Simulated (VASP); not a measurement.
# BeS (F-43m) in VASP: a series of runs

Runs on BeS. Level: PBE0. Tasks: single point.

Program: VASP 6.6.1. These are calculated values, not measurements. Logs are shortened: lines on timing, memory, paths and dates and some standing lists are left out, and cuts for length are marked.

## Step 1: The cell of the first run

It takes space group F-43m (No. 216, cubic). Conventional cell: a = 4.784 Å, b = 4.784 Å, c = 4.784 Å, α = 90.00°, β = 90.00°, γ = 90.00°. Within 2.7 Å of S (site symmetry -43m) lie 4 Be at 2.07 Å. Within 2.7 Å of Be (site symmetry -43m) lie 4 S at 2.07 Å.

## Step 2: Single point, PBE0

File POSCAR:

```
BeS
1.0
    0.0000000000      2.3922257121      2.3922257121
    2.3922257121      0.0000000000      2.3922257121
    2.3922257121      2.3922257121      0.0000000000
S Be
1 1
Direct
    0.7500000000      0.7500000000      0.7500000000
    0.0000000000      0.0000000000      0.0000000000
```

File INCAR.step1:

```
ALGO     = Normal         # electronic algorithm
EDIFF    = 1E-5           # SCF threshold, eV
ENCUT    = 520            # plane-wave cutoff, eV
GGA      = PE             # functional
ISIF     = 2              # what is computed and relaxed
ISMEAR   = -1             # smearing method
LASPH    = T              # aspherical terms in the spheres
LCHARG   = F              # write CHGCAR
LREAL    = F              # projectors in reciprocal space
LWAVE    = T              # write WAVECAR
NBANDS   = 11             # bands
NELM     = 80             # most SCF steps
PREC     = Accurate       # precision mode
SIGMA    = 0.05           # smearing width, eV
```

File INCAR.step2:

```
AEXX     = 0.25           # exact-exchange fraction
ALGO     = Normal         # electronic algorithm
EDIFF    = 1E-6           # SCF threshold, eV
ENCUT    = 520            # plane-wave cutoff, eV
GGA      = PE             # functional
ISIF     = 2              # what is computed and relaxed
ISMEAR   = -1             # smearing method
ISTART   = 1            
LASPH    = T              # aspherical terms in the spheres
LCHARG   = F              # write CHGCAR
LHFCALC  = T              # exact exchange
LREAL    = F              # projectors in reciprocal space
LWAVE    = F              # write WAVECAR
NBANDS   = 11             # bands
NELM     = 80             # most SCF steps
PREC     = Accurate       # precision mode
PRECFOCK = Normal       
SIGMA    = 0.05           # smearing width, eV
```

File KPOINTS:

```
k-points
0
Gamma
  6 6 6
```

Potentials or basis: VASP PAW PBE potentials, release 64 (S, Be).

The run is started by

```sh
$ cat potpaw_PBE.64/S/POTCAR potpaw_PBE.64/Be/POTCAR > POTCAR
$ cp INCAR.step1 INCAR
$ mpirun -np 1 vasp_std > vasp.out
$ cp INCAR.step2 INCAR
$ mpirun -np 1 vasp_std > vasp.out
```

OUTCAR:

```text
AEXX = 0.25
   EDIFF = 1E-6
   ENCUT = 520
   GGA = PE
   ISIF = 2
   ISMEAR = -1
   ISTART = 1
   LASPH = T
   LHFCALC = T
   LREAL = F
   NELM = 80
   PREC = Accurate
   PRECFOCK = Normal

 ion  position               nearest neighbor table
   1  0.750  0.750  0.750-   2 2.07   2 2.07   2 2.07   2 2.07
   2  0.000  0.000  0.000-   1 2.07   1 2.07   1 2.07   1 2.07

  LATTYP: Found a face centered cubic cell.
 ALAT       =     4.7844514242

  Lattice vectors:

 A1 = (   0.0000000000,   2.3922257121,   2.3922257121)
 A2 = (   2.3922257121,   0.0000000000,   2.3922257121)
 A3 = (   2.3922257121,   2.3922257121,   0.0000000000)

Analysis of symmetry for initial positions (statically):
=====================================================================
 Subroutine PRICEL returns:
 Original cell was already a primitive cell.

 Routine SETGRP: Setting up the symmetry group for a
 face centered cubic supercell.

 Subroutine GETGRP returns: Found 24 space group operations
 (whereof 24 operations were pure point group operations)
 out of a pool of 48 trial point group operations.

The static configuration has the point symmetry T_d .

Analysis of symmetry for dynamics (positions and initial velocities):
=====================================================================
 Subroutine PRICEL returns:
 Original cell was already a primitive cell.

 Routine SETGRP: Setting up the symmetry group for a
 face centered cubic supercell.

 Subroutine GETGRP returns: Found 24 space group operations
 (whereof 24 operations were pure point group operations)
 out of a pool of 48 trial point group operations.

The dynamic configuration has the point symmetry T_d .

 Subroutine INISYM returns: Found 24 space group operations
 (whereof 24 operations are pure point group operations),
 and found     1 'primitive' translations

----------------------------------------------------------------------------------------

                                     Primitive cell

  volume of cell :      27.3802

  direct lattice vectors                    reciprocal lattice vectors
     0.000000000  2.392225712  2.392225712    -0.209010378  0.209010378  0.209010378
     2.392225712  0.000000000  2.392225712     0.209010378 -0.209010378  0.209010378
     2.392225712  2.392225712  0.000000000     0.209010378  0.209010378 -0.209010378

  length of vectors
     3.383118046  3.383118046  3.383118046     0.362016594  0.362016594  0.362016594

  position of ions in fractional coordinates (direct lattice)
     0.750000000  0.750000000  0.750000000
     0.000000000  0.000000000  0.000000000

  ion indices of the primitive-cell ions
   primitive index   ion index
                 1           1
                 2           2

----------------------------------------------------------------------------------------

 KPOINTS: k-points

Automatic generation of k-mesh.
 Grid dimensions read from file:
 generate k-points for:    6    6    6

 Generating k-lattice:

  Cartesian coordinates                     Fractional coordinates (reciprocal lattice)
    -0.034835063  0.034835063  0.034835063     0.166666667  0.000000000  0.000000000
     0.034835063 -0.034835063  0.034835063     0.000000000  0.166666667  0.000000000
     0.034835063  0.034835063 -0.034835063     0.000000000  0.000000000  0.166666667

  Length of vectors
     0.060336099  0.060336099  0.060336099

  Shift w.r.t. Gamma in fractional coordinates (k-lattice)
     0.000000000  0.000000000  0.000000000

 Subroutine IBZKPT returns following result:
 ===========================================

 Found     16 irreducible k-points:

 Following reciprocal coordinates:
            Coordinates               Weight
  0.000000  0.000000  0.000000      1.000000
  0.166667  0.000000  0.000000      8.000000
  0.333333  0.000000  0.000000      8.000000
  0.500000  0.000000  0.000000      4.000000
  0.166667  0.166667  0.000000      6.000000
  0.333333  0.166667  0.000000     24.000000
[... 8 lines left out ...]
 -0.333333  0.333333  0.166667     24.000000
 -0.333333  0.500000  0.166667     12.000000
   k-points           NKPTS =     16   k-points in BZ     NKDIM =    216   number of bands    NBANDS=     11
   number of dos      NEDOS =    301   number of ions     NIONS =      2
   total plane-waves  NPLWV =  21952
   dimension x,y,z NGX =    28 NGY =   28 NGZ =   28
   dimension x,y,z NGXF=    56 NGYF=   56 NGZF=   56
   ions per type =               1   1
   NGX,Y,Z   is equivalent  to a cutoff of  13.76, 13.76, 13.76 a.u.
   NGXF,Y,Z  is equivalent  to a cutoff of  27.52, 27.52, 27.52 a.u.
 SYSTEM =  unknown system
   PREC   = accura    normal or accurate (medium, high low for compatibility)
   ISTART =      1    job   : 0-new  1-cont  2-samecut
   ICHARG =      0    charge: 1-file 2-atom 10-const
   ISPIN  =      1    spin polarized calculation?
   LNONCOLLINEAR =      F non collinear calculations
   LSORBIT =      F    spin-orbit coupling
   LASPH  =      T    aspherical Exc in radial PAW
   ENCUT  =  520.0 eV  38.22 Ry    6.18 a.u.   6.29  6.29  6.29*2*pi/ulx,y,z
   NELM   =     80;   NELMIN=  2; NELMDL=  0     # of ELM steps
   EDIFF  = 0.1E-05   stopping-criterion for ELM
   LREAL  =      F    real-space projection
   EDIFFG = 0.1E-04   stopping-criterion for IOM
   NSW    =      0    number of steps for IOM
   IBRION =     -1    ionic relax: 0-MD 1-quasi-New 2-CG
   NFREE  =      0    steps in history (QN), initial steepest desc. (CG)
   ISIF   =      2    stress and relaxation
   ISYM   =      3    0-nonsym 1-usesym 2-fastsym
   POTIM  = 0.5000    time-step for ionic-motion
   TEBEG  =    0.0;   TEEND  =   0.0 temperature during run
   PSTRESS=    0.0 pullay stress
   NELECT =       8.0000    total number of electrons
   NUPDOWN=      -1.0000    fix difference up-down
   EMIN   =  10.00;   EMAX   =-10.00  energy-range for DOS
   EFERMI =   0.00;   METHOD = LEGACY
   ISMEAR =    -1;   SIGMA  =   0.05  broadening in eV -4-tet -1-fermi 0-gaus
   EFERMI_NEDOS =   21; number of points for ismear=-14 and -15
   IALGO  =     38    algorithm
   IMIX   =      1    mixing-type and parameters
     AMIX     =   0.40;   BMIX     =  1.00
     AMIX_MAG =   1.60;   BMIX_MAG =  1.00
  volume/ion in A,a.u.               =      13.69        92.39
  Fermi-wavevector in a.u.,A,eV,Ry     =   1.086324  2.052855 16.056230  1.180100
  Thomas-Fermi vector in A             =   2.222458
   LORBIT       =      0    0 simple, 1 ext, 2 COOP (PROOUT), +10 PAW based schemes
   GGA     = PE    functional components
   LHFCALC =     T    Hartree Fock is set to
   PRECFOCK=normal    Normal, Fast or Accurate (Low or Medium for compatibility)
   ENCUT4O =  -1.0   cutoff for four orbital integrals eV
   NKREDX  =     1    reduce k-point grid by
   NKREDY  =     1    reduce k-point grid by
   NKREDZ  =     1    reduce k-point grid by
   AEXX    =    0.2500 exact exchange contribution
   HFSCREEN=    0.0000 screening length (either q_TF or 0.3 A-1)
   HFSCREENC=   0.0000 screening length for correlation (either q_TF or 0.3 A-1)
   ENCUTFOCK=  -1.0 apply spherical cutoff to Coloumb kernel
   IVDW    =     0    specifies the selected vdW correction
   LEPSILON=     F    determine dielectric tensor
   LRPA    =     F    only Hartree local field effects (RPA)
 non-spin polarized calculation
  energy-cutoff  :      520.00
  volume of cell :       27.38
 maximum number of plane-waves:       754
 NGX is ok and might be reduce to    28
  NGX = 20; NGY = 20; NGZ = 20

 number of electron       8.0000001 magnetization

 Free energy of the ion-electron system (eV)
  ---------------------------------------------------
  ext. energy  EPLUGINS =         0.00000000
  ---------------------------------------------------
  free energy    TOTEN  =       -11.97813778 eV

  energy without entropy =      -11.97813778  energy(sigma->0) =      -11.97813778

 E-fermi :   4.6067     XC(G=0):  -7.8284

 val. band max:        3.5759324877   @ k =   0.0000   0.0000   0.0000
 cond. band min:       8.2544315729   @ k =   0.5000   0.5000   0.0000
 fundamental gap:      4.6784990852
 Fermi energy:         4.6066651962

 k-point     1 :       0.0000    0.0000    0.0000
  band No.  band energies     occupation
      1     -11.8716      2.00000
      2       3.5759      2.00000
      3       3.5759      2.00000
      4       3.5759      2.00000
      5      11.1710      0.00000
      6      11.1710      0.00000
      7      11.1710      0.00000
      8      11.7390      0.00000
      9      18.7146      0.00000
     10      18.7146      0.00000
     11      20.9349      0.00000

 k-point     2 :       0.1667    0.0000    0.0000
  band No.  band energies     occupation
      1     -11.5096      2.00000
      2       1.4336      2.00000
      3       3.2022      2.00000
      4       3.2022      2.00000
      5      11.1720      0.00000
      6      11.8097      0.00000
      7      11.8097      0.00000
      8      13.8252      0.00000
      9      17.6788      0.00000
     10      17.6788      0.00000
     11      20.4693      0.00000

 k-point     3 :       0.3333    0.0000    0.0000
  band No.  band energies     occupation
      1     -10.5956      2.00000
      2      -1.6813      2.00000
      3       2.6177      2.00000
      4       2.6177      2.00000
      5      11.1202      0.00000
      6      12.2360      0.00000
      7      12.2360      0.00000
      8      16.4183      0.00000
      9      18.5529      0.00000
     10      18.5529      0.00000
     11      20.3104      0.00000

 k-point     4 :       0.5000    0.0000    0.0000
  band No.  band energies     occupation
      1      -9.9630      2.00000
      2      -3.1335      2.00000
      3       2.3789      2.00000
      4       2.3789      2.00000
      5      11.0858      0.00000
      6      12.0909      0.00000
      7      12.0909      0.00000
      8      17.0650      0.00000
      9      21.1523      0.00000
     10      21.1523      0.00000
     11      21.4942      0.00000

 k-point     5 :       0.1667    0.1667    0.0000
  band No.  band energies     occupation
      1     -11.3890      2.00000
      2       1.8637      2.00000
      3       2.5047      2.00000
      4       2.5047      2.00000
      5      10.3990      0.00000
      6      12.9527      0.00000
      7      12.9527      0.00000
      8      13.1153      0.00000
      9      16.1822      0.00000
     10      19.3662      0.00000
     11      22.0949      0.00000
[... 99 lines left out ...]
 k-point    13 :       0.5000    0.5000    0.0000
  band No.  band energies     occupation
      1      -9.3138      2.00000
      2      -2.2497      2.00000
      3       0.5172      2.00000
      4       0.5172      2.00000
      5       8.2544      0.00000
      6      10.2431      0.00000
      7      19.2292      0.00000
      8      19.2292      0.00000
      9      22.1774      0.00000
     10      22.6608      0.00000
     11      23.1806      0.00000

 k-point    14 :       0.5000    0.3333    0.1667
  band No.  band energies     occupation
      1      -9.9140      2.00000
      2      -1.4748      2.00000
      3       0.1159      2.00000
      4       1.3742      2.00000
      5      11.2260      0.00000
      6      12.5065      0.00000
      7      13.6780      0.00000
      8      16.3640      0.00000
      9      18.7475      0.00000
     10      20.9081      0.00000
     11      23.1880      0.00000

 k-point    15 :      -0.3333    0.3333    0.1667
  band No.  band energies     occupation
      1      -9.4487      2.00000
      2      -2.0596      2.00000
      3      -0.4042      2.00000
      4       0.8223      2.00000
      5      11.6021      0.00000
      6      12.6878      0.00000
      7      15.4730      0.00000
      8      16.1721      0.00000
      9      17.3141      0.00000
     10      21.9137      0.00000
     11      22.7580      0.00000

 k-point    16 :      -0.3333    0.5000    0.1667
  band No.  band energies     occupation
      1      -9.2622      2.00000
      2      -1.7596      2.00000
      3      -0.3822      2.00000
      4      -0.1034      2.00000
      5      10.5068      0.00000
      6      12.1842      0.00000
      7      16.0462      0.00000
      8      16.5619      0.00000
      9      20.7606      0.00000
     10      20.9891      0.00000
     11      23.4905      0.00000

------------------------ aborting loop because EDIFF is reached ----------------------------------------

  FORCE on cell =-STRESS in cart. coord.  units (eV):
  Direction    XX          YY          ZZ          XY          YZ          ZX
  --------------------------------------------------------------------------------------
  -------------------------------------------------------------------------------------
  Total        0.7556428      0.7556428      0.7556428     -0.0000000     -0.0000000      0.0000000
  in kB       44.2171409     44.2171409     44.2171409     -0.0000000     -0.0000000      0.0000000
  external PRESSURE =      44.2171409 kB  Pullay stress =       0.0000000 kB

 VOLUME and BASIS-vectors are now :
 -----------------------------------------------------------------------------
  energy-cutoff  :      520.00
  volume of cell :       27.38
      direct lattice vectors                 reciprocal lattice vectors
     0.000000000  2.392225712  2.392225712    -0.209010378  0.209010378  0.209010378
     2.392225712  0.000000000  2.392225712     0.209010378 -0.209010378  0.209010378
     2.392225712  2.392225712  0.000000000     0.209010378  0.209010378 -0.209010378

 POSITION                                       TOTAL-FORCE (eV/Angst)
 -----------------------------------------------------------------------------------
      3.58834      3.58834      3.58834         0.000000      0.000000      0.000000
      0.00000      0.00000      0.00000        -0.000000     -0.000000     -0.000000
 -----------------------------------------------------------------------------------
    total drift:                                0.000000     -0.000000     -0.000000

  FREE ENERGIE OF THE ION-ELECTRON SYSTEM (eV)
  ---------------------------------------------------
  free  energy   TOTEN  =       -11.9781377809 eV

  energy  without entropy=      -11.9781377809  energy(sigma->0) =      -11.97813778
```

Run time: 13 min. Hardware: 1 thread of Intel Xeon Platinum 8259CL at 2.50GHz (Skylake/Cascade Lake), shared host; peak memory 0.16 GiB.

Results:

| Quantity | Value |
| --- | --- |
| Free energy | -11.9781 eV |
| Pressure | 4.4 GPa |
| Band gap on the k mesh | 4.68 eV, indirect (least direct gap 7.60 eV) |

Levels at points of the mesh, in eV from the valence-band top:
```
           k point  band 1  band 2  band 3  band 4  band 5  band 6  band 7  band 8
(0.00, 0.00, 0.00)  -15.45    0.00    0.00    0.00    7.60    7.60    7.60    8.16
(0.50, 0.00, 0.00)  -13.54   -6.71   -1.20   -1.20    7.51    8.52    8.52   13.49
(0.50, 0.50, 0.00)  -12.89   -5.83   -3.06   -3.06    4.68    6.67   15.65   15.65
```

Caveat: the PAW data sets were made with another functional, which shifts forces and pressure a little. A k mesh can miss the band edges.

[end of part 1 of 2]
